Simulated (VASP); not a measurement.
Input of a VASP 6.6.1 run:

Contents of INCAR:

```
  PREC = Accurate
  ENCUT = 520
  EDIFF = 1E-6
  ISMEAR = 0
  SIGMA = 0.05
  LREAL = F
  LASPH = T
  NELM = 80
  ALGO = Normal
  ISIF = 2
  LWAVE = F
  LCHARG = F
  GGA = RP
  NBANDS = 19
```

The input KPOINTS:

```
regular mesh
0
Gamma
  10 10 5
```

The input POSCAR:

```
Cd
1.0
    2.9788700000      0.0000000000      0.0000000000
   -1.4894350000      2.5797770946      0.0000000000
    0.0000000000      0.0000000000      5.6176500000
Cd
2
Direct
    0.6666666667      0.3333333333      0.7500000000
    0.3333333333      0.6666666667      0.2500000000
```

Potentials or basis: VASP PAW PBE potentials, release 64 (Cd).

The run is started by

```sh
$ cat potpaw_PBE.64/Cd/POTCAR > POTCAR
$ mpirun -np 1 vasp_std > vasp.out
```

Q: What does it give for the band gap on the k mesh?

A: Zero (band 12 reaches 4.18 eV, above the bottom of band 13 at 0.11 eV).

Q: What does it give for the pressure?

A: 5.9 GPa.

Stress tensor (GPa, compression positive):
```
6.84 0.00 0.00
0.00 6.84 0.00
0.00 0.00 4.05
```

Caveat: the PAW data sets were made with another functional, which shifts forces and pressure a little.
